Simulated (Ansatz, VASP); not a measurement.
**One calculation of GaN, two programs**

```
CELL_PARAMETERS angstrom
2.25350 -2.25350 0.00000
2.25350 0.00000 -2.25350
9.01400 9.01400 9.01400
ATOMIC_POSITIONS crystal
Ga 0.66667 0.66667 0.16667
Ga 0.00000 0.00000 0.00000
Ga 0.33333 0.33333 0.33333
Ga 0.66667 0.66667 0.66667
Ga 0.00000 0.00000 0.50000
Ga 0.33333 0.33333 0.83333
N 0.66667 0.66667 0.54167
N 0.00000 0.00000 0.37500
N 0.33333 0.33333 0.70833
N 0.66667 0.66667 0.04167
N 0.00000 0.00000 0.87500
N 0.33333 0.33333 0.20833
```

Alike in both runs: task single point; functional r2SCAN; k mesh 10 × 10 × 2; occupations gaussian, width 0.05 eV; no spin polarisation.

|  | VASP | Ansatz |
| --- | --- | --- |
| version | VASP 6.6.1 | Ansatz 0.2.0 |
| potentials or method | VASP PAW PBE potentials, release 64 (Ga_d, N), cutoff 520 eV | scalar-relativistic, plane waves, PAW |
| valence electrons in the cell | 108 | 108 |

```tsv
	VASP	Ansatz	Ansatz less VASP
gap on the k mesh at the Fermi level (eV)	2.12	2.13	+0.009
least direct gap on the mesh (eV)	2.12	2.13	+0.009
pressure (GPa)	-0.1	-1.2	-1.07
```

VASP's potentials were made for PBE, not for r2SCAN.
